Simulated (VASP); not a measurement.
# Al (Fm-3m) in VASP: a series of runs

The runs below take Al through single point, with LDA.

Everything below comes from runs of VASP 6.6.1. Logs are shortened: lines on timing, memory, paths and dates and some standing lists are left out, and cuts for length are marked.

### Step 1. The cell of the first run

Symmetry: Fm-3m, No. 225, cubic system. The conventional cell has a = 4.103 Å, b = 4.103 Å, c = 4.103 Å, α = 90.00°, β = 90.00°, γ = 90.00°. Al (site symmetry m-3m) has 12 Al at 2.90 Å within 3.8 Å.

### Step 2. Single point, LDA

The input, INCAR:

```
ALGO = Normal ; EDIFF = 1E-7
ENCUT = 520 ; ISIF = 2
ISMEAR = -1 ; LASPH = True
LCHARG = True ; LELF = True
LREAL = False ; LVHAR = True
LWAVE = False ; NBANDS = 8
NELM = 80 ; PREC = Accurate
SIGMA = 0.1
```

The input, KPOINTS:

```
k-points
0
Gamma
  12 12 12
```

The input, POSCAR:

```
Al
1.0
    0.0000000000      2.0514502267      2.0514502267
    2.0514502267      0.0000000000      2.0514502267
    2.0514502267      2.0514502267      0.0000000000
Al
1
Direct
    0.0000000000      0.0000000000      0.0000000000
```

Potentials or basis: VASP PAW LDA potentials, release 64 (Al).

Command:

```
> cat potpaw_LDA.64/Al/POTCAR > POTCAR
> mpirun -np 1 vasp_std > vasp.out
```

OUTCAR:

```text
EDIFF = 1E-7
   ENCUT = 520
   ISIF = 2
   ISMEAR = -1
   LASPH = True
   LREAL = False
   NELM = 80
   PREC = Accurate

 ion  position               nearest neighbor table
   1  0.000  0.000  0.000-

  LATTYP: Found a face centered cubic cell.
 ALAT       =     4.1029004534

  Lattice vectors:

 A1 = (   0.0000000000,   2.0514502267,   2.0514502267)
 A2 = (   2.0514502267,   0.0000000000,   2.0514502267)
 A3 = (   2.0514502267,   2.0514502267,   0.0000000000)

Analysis of symmetry for initial positions (statically):
=====================================================================
 Subroutine PRICEL returns:
 Original cell was already a primitive cell.

 Routine SETGRP: Setting up the symmetry group for a
 face centered cubic supercell.

 Subroutine GETGRP returns: Found 48 space group operations
 (whereof 48 operations were pure point group operations)
 out of a pool of 48 trial point group operations.

The static configuration has the point symmetry O_h .

Analysis of symmetry for dynamics (positions and initial velocities):
=====================================================================
 Subroutine PRICEL returns:
 Original cell was already a primitive cell.

 Routine SETGRP: Setting up the symmetry group for a
 face centered cubic supercell.

 Subroutine GETGRP returns: Found 48 space group operations
 (whereof 48 operations were pure point group operations)
 out of a pool of 48 trial point group operations.

The dynamic configuration has the point symmetry O_h .

 Subroutine INISYM returns: Found 48 space group operations
 (whereof 48 operations are pure point group operations),
 and found     1 'primitive' translations

----------------------------------------------------------------------------------------

                                     Primitive cell

  volume of cell :      17.2668

  direct lattice vectors                    reciprocal lattice vectors
     0.000000000  2.051450227  2.051450227    -0.243730018  0.243730018  0.243730018
     2.051450227  0.000000000  2.051450227     0.243730018 -0.243730018  0.243730018
     2.051450227  2.051450227  0.000000000     0.243730018  0.243730018 -0.243730018

  length of vectors
     2.901188733  2.901188733  2.901188733     0.422152774  0.422152774  0.422152774

  position of ions in fractional coordinates (direct lattice)
     0.000000000  0.000000000  0.000000000

  ion indices of the primitive-cell ions
   primitive index   ion index
                 1           1

----------------------------------------------------------------------------------------

 KPOINTS: k-points

Automatic generation of k-mesh.
 Grid dimensions read from file:
 generate k-points for:   12   12   12

 Generating k-lattice:

  Cartesian coordinates                     Fractional coordinates (reciprocal lattice)
    -0.020310835  0.020310835  0.020310835     0.083333333  0.000000000  0.000000000
     0.020310835 -0.020310835  0.020310835     0.000000000  0.083333333  0.000000000
     0.020310835  0.020310835 -0.020310835     0.000000000  0.000000000  0.083333333

  Length of vectors
     0.035179398  0.035179398  0.035179398

  Shift w.r.t. Gamma in fractional coordinates (k-lattice)
     0.000000000  0.000000000  0.000000000

 Subroutine IBZKPT returns following result:
 ===========================================

 Found     72 irreducible k-points:

 Following reciprocal coordinates:
            Coordinates               Weight
  0.000000  0.000000  0.000000      1.000000
  0.083333  0.000000  0.000000      8.000000
  0.166667  0.000000  0.000000      8.000000
  0.250000  0.000000  0.000000      8.000000
  0.333333  0.000000  0.000000      8.000000
  0.416667  0.000000  0.000000      8.000000
[... 16 lines left out ...]
  0.500000  0.166667  0.000000     24.000000
 -0.416667  0.166667  0.000000     24.000000
 [... further k-points ...]
   k-points           NKPTS =     72   k-points in BZ     NKDIM =     72   number of bands    NBANDS=      8
   number of dos      NEDOS =    301   number of ions     NIONS =      1
   total plane-waves  NPLWV =  13824
   dimension x,y,z NGX =    24 NGY =   24 NGZ =   24
   dimension x,y,z NGXF=    48 NGYF=   48 NGZF=   48
   ions per type =               1
   NGX,Y,Z   is equivalent  to a cutoff of  13.75, 13.75, 13.75 a.u.
   NGXF,Y,Z  is equivalent  to a cutoff of  27.51, 27.51, 27.51 a.u.
 SYSTEM =  unknown system
   PREC   = accura    normal or accurate (medium, high low for compatibility)
   ISTART =      0    job   : 0-new  1-cont  2-samecut
   ICHARG =      2    charge: 1-file 2-atom 10-const
   ISPIN  =      1    spin polarized calculation?
   LNONCOLLINEAR =      F non collinear calculations
   LSORBIT =      F    spin-orbit coupling
   LASPH  =      T    aspherical Exc in radial PAW
   ENCUT  =  520.0 eV  38.22 Ry    6.18 a.u.   5.39  5.39  5.39*2*pi/ulx,y,z
   NELM   =     80;   NELMIN=  2; NELMDL= -5     # of ELM steps
   EDIFF  = 0.1E-06   stopping-criterion for ELM
   LREAL  =      F    real-space projection
   EDIFFG = 0.1E-05   stopping-criterion for IOM
   NSW    =      0    number of steps for IOM
   IBRION =     -1    ionic relax: 0-MD 1-quasi-New 2-CG
   NFREE  =      0    steps in history (QN), initial steepest desc. (CG)
   ISIF   =      2    stress and relaxation
   ISYM   =      2    0-nonsym 1-usesym 2-fastsym
   POTIM  = 0.5000    time-step for ionic-motion
   TEBEG  =    0.0;   TEEND  =   0.0 temperature during run
   PSTRESS=    0.0 pullay stress
   NELECT =       3.0000    total number of electrons
   NUPDOWN=      -1.0000    fix difference up-down
   EMIN   =  10.00;   EMAX   =-10.00  energy-range for DOS
   EFERMI =   0.00;   METHOD = LEGACY
   ISMEAR =    -1;   SIGMA  =   0.10  broadening in eV -4-tet -1-fermi 0-gaus
   EFERMI_NEDOS =   21; number of points for ismear=-14 and -15
   IALGO  =     38    algorithm
   IMIX   =      4    mixing-type and parameters
     AMIX     =   0.40;   BMIX     =  1.00
     AMIX_MAG =   1.60;   BMIX_MAG =  1.00
  volume/ion in A,a.u.               =      17.27       116.52
  Fermi-wavevector in a.u.,A,eV,Ry     =   0.913505  1.726274 11.353945  0.834491
  Thomas-Fermi vector in A             =   2.038024
   LORBIT       =      0    0 simple, 1 ext, 2 COOP (PROOUT), +10 PAW based schemes
   GGA     = CA    functional components
   LHFCALC =     F    Hartree Fock is set to
   AEXX    =    0.0000 exact exchange contribution
   IVDW    =     0    specifies the selected vdW correction
   LEPSILON=     F    determine dielectric tensor
   LRPA    =     F    only Hartree local field effects (RPA)
 non-spin polarized calculation
  energy-cutoff  :      520.00
  volume of cell :       17.27
 maximum number of plane-waves:       487
 NGX is ok and might be reduce to    24
   NGX = 11   NGY = 11   NGZ = 11

 number of electron       3.0000000 magnetization

 Free energy of the ion-electron system (eV)
  ---------------------------------------------------
  ext. energy  EPLUGINS =         0.00000000
  ---------------------------------------------------
  free energy    TOTEN  =        -4.17661504 eV

  energy without entropy =       -4.16417067  energy(sigma->0) =       -4.17039285

 E-fermi :   7.2266     XC(G=0): -10.1768

 val. band max:        7.0999900369   @ k =   0.5000   0.2500   0.0833
 cond. band min:       7.2663246571   @ k =  -0.4167   0.4167   0.0833
 fundamental gap:      0.1663346202
 Fermi energy:         7.2266476593

 k-point     1 :       0.0000    0.0000    0.0000
  band No.  band energies     occupation
      1      -3.4630      2.00000
      2      19.6570      0.00000
      3      19.6570      0.00000
      4      19.6570      0.00000
      5      20.6368      0.00000
      6      20.6368      0.00000
      7      20.6368      0.00000
      8      23.6156      0.00000

 k-point     2 :       0.0833    0.0000    0.0000
  band No.  band energies     occupation
      1      -3.2804      2.00000
      2      17.0188      0.00000
      3      18.9803      0.00000
      4      18.9803      0.00000
      5      21.5037      0.00000
      6      21.5771      0.00000
      7      21.5771      0.00000
      8      25.2133      0.00000

 k-point     3 :       0.1667    0.0000    0.0000
  band No.  band energies     occupation
      1      -2.7337      2.00000
      2      13.7625      0.00000
      3      18.2560      0.00000
      4      18.2560      0.00000
      5      21.4093      0.00000
      6      22.6091      0.00000
      7      22.6091      0.00000
      8      24.1309      0.00000

 k-point     4 :       0.2500    0.0000    0.0000
  band No.  band energies     occupation
      1      -1.8273      2.00000
      2      10.6590      0.00000
      3      17.8094      0.00000
      4      17.8094      0.00000
      5      21.2194      0.00000
      6      21.5335      0.00000
      7      21.5335      0.00000
      8      25.5568      0.00000

 k-point     5 :       0.3333    0.0000    0.0000
  band No.  band energies     occupation
      1      -0.5675      2.00000
      2       7.8046      0.00616
      3      17.6620      0.00000
      4      17.6620      0.00000
      5      20.2132      0.00000
      6      20.2132      0.00000
      7      21.2123      0.00000
      8      24.1764      0.00000

 k-point     6 :       0.4167    0.0000    0.0000
  band No.  band energies     occupation
      1       1.0370      2.00000
      2       5.2367      2.00000
      3      17.8091      0.00000
      4      17.8091      0.00000
      5      19.1544      0.00000
      6      19.1544      0.00000
      7      21.4754      0.00000
      8      23.0121      0.00000

 k-point     7 :       0.5000    0.0000    0.0000
  band No.  band energies     occupation
      1       2.9598      2.00000
      2       2.9918      2.00000
      3      18.0932      0.00000
      4      18.0932      0.00000
      5      18.5634      0.00000
      6      18.5634      0.00000
      7      21.8880      0.00000
      8      22.2902      0.00000

 k-point     8 :       0.0833    0.0833    0.0000
  band No.  band energies     occupation
      1      -3.2195      2.00000
      2      17.8321      0.00000
      3      17.8321      0.00000
      4      18.3269      0.00000
      5      20.0910      0.00000
      6      22.8013      0.00000
      7      22.8013      0.00000
      8      23.6028      0.00000

 k-point     9 :       0.1667    0.0833    0.0000
  band No.  band energies     occupation
      1      -2.7943      2.00000
      2      14.9364      0.00000
      3      16.9666      0.00000
      4      18.3030      0.00000
      5      20.4393      0.00000
      6      21.7907      0.00000
      7      23.2701      0.00000
      8      24.0981      0.00000

 k-point    10 :       0.2500    0.0833    0.0000
  band No.  band energies     occupation
      1      -2.0081      2.00000
      2      11.8002      0.00000
      3      16.4055      0.00000
      4      17.9230      0.00000
      5      19.6203      0.00000
      6      22.3860      0.00000
      7      23.2692      0.00000
      8      23.6921      0.00000
[... 78 lines left out ...]
 k-point    18 :      -0.0833    0.0833    0.0000
  band No.  band energies     occupation
      1      -2.9764      2.00000
      2      15.7138      0.00000
      3      16.5041      0.00000
      4      20.1290      0.00000
      5      20.8579      0.00000
      6      22.0917      0.00000
      7      23.0318      0.00000
      8      23.4079      0.00000

 k-point    19 :       0.1667    0.1667    0.0000
  band No.  band energies     occupation
      1      -2.4914      2.00000
      2      15.9823      0.00000
      3      15.9823      0.00000
      4      16.3875      0.00000
      5      18.8022      0.00000
      6      19.5735      0.00000
      7      25.5895      0.00000
      8      25.5895      0.00000

 k-point    20 :       0.2500    0.1667    0.0000
  band No.  band energies     occupation
      1      -1.8271      2.00000
      2      13.1941      0.00000
      3      15.3097      0.00000
      4      16.7119      0.00000
      5      17.3763      0.00000
      6      19.4666      0.00000
      7      25.9624      0.00000
      8      26.2033      0.00000

 k-point    21 :       0.3333    0.1667    0.0000
  band No.  band energies     occupation
      1      -0.8066      2.00000
      2      10.2411      0.00000
      3      14.9496      0.00000
      4      15.7225      0.00000
      5      16.6058      0.00000
      6      21.2458      0.00000
      7      24.8269      0.00000
      8      26.2526      0.00000

 k-point    22 :       0.4167    0.1667    0.0000
  band No.  band energies     occupation
      1       0.5628      2.00000
      2       7.5102      0.11087
      3      14.3611      0.00000
      4      14.9017      0.00000
      5      16.6319      0.00000
      6      23.4144      0.00000
      7      23.6685      0.00000
      8      26.3039      0.00000

 k-point    23 :       0.5000    0.1667    0.0000
  band No.  band energies     occupation
      1       2.2711      2.00000
      2       5.0601      2.00000
      3      13.3177      0.00000
      4      15.1657      0.00000
      5      16.9542      0.00000
      6      22.7326      0.00000
      7      24.8402      0.00000
      8      26.9693      0.00000

 k-point    24 :      -0.4167    0.1667    0.0000
  band No.  band energies     occupation
      1       2.9154      2.00000
      2       4.3067      2.00000
      3      12.6037      0.00000
      4      15.7407      0.00000
      5      17.5986      0.00000
      6      22.0780      0.00000
      7      24.6348      0.00000
      8      27.7433      0.00000

 [... further k-points ...]
[... 5 lines left out ...]
  --------------------------------------------------------------------------------------
  -------------------------------------------------------------------------------------
  Total       -0.6465724     -0.6465724     -0.6465724      0.0000000      0.0000000      0.0000000
  in kB      -59.9949623    -59.9949623    -59.9949623      0.0000000      0.0000000      0.0000000
  external PRESSURE =     -59.9949623 kB  Pullay stress =       0.0000000 kB

 VOLUME and BASIS-vectors are now :
 -----------------------------------------------------------------------------
  energy-cutoff  :      520.00
  volume of cell :       17.27
      direct lattice vectors                 reciprocal lattice vectors
     0.000000000  2.051450227  2.051450227    -0.243730018  0.243730018  0.243730018
     2.051450227  0.000000000  2.051450227     0.243730018 -0.243730018  0.243730018
     2.051450227  2.051450227  0.000000000     0.243730018  0.243730018 -0.243730018

 POSITION                                       TOTAL-FORCE (eV/Angst)
 -----------------------------------------------------------------------------------
      0.00000      0.00000      0.00000         0.000000     -0.000000      0.000000
 -----------------------------------------------------------------------------------
    total drift:                                0.000000      0.000000      0.000000

  FREE ENERGIE OF THE ION-ELECTRON SYSTEM (eV)
  ---------------------------------------------------
  free  energy   TOTEN  =        -4.1766150350 eV

  energy  without entropy=       -4.1641706734  energy(sigma->0) =       -4.17039285
```

It took 26 s on 1 thread of AMD EPYC 7R13, shared host; peak memory 0.09 GiB.

What came out:

```
Free energy : -4.1766 eV
Pressure    : -6.0 GPa
```

Levels at points of the mesh, in eV from the Fermi level:
```tsv
k point	band 1	band 2	band 3	band 4	band 5	band 6
(0.00, 0.00, 0.00)	-10.69	12.43	12.43	12.43	13.41	13.41
(0.50, 0.00, 0.00)	-4.27	-4.23	10.87	10.87	11.34	11.34
(0.50, 0.50, 0.00)	-2.68	-1.51	5.39	5.43	5.43	8.65
```

(Part 1 of 2 ends here.)
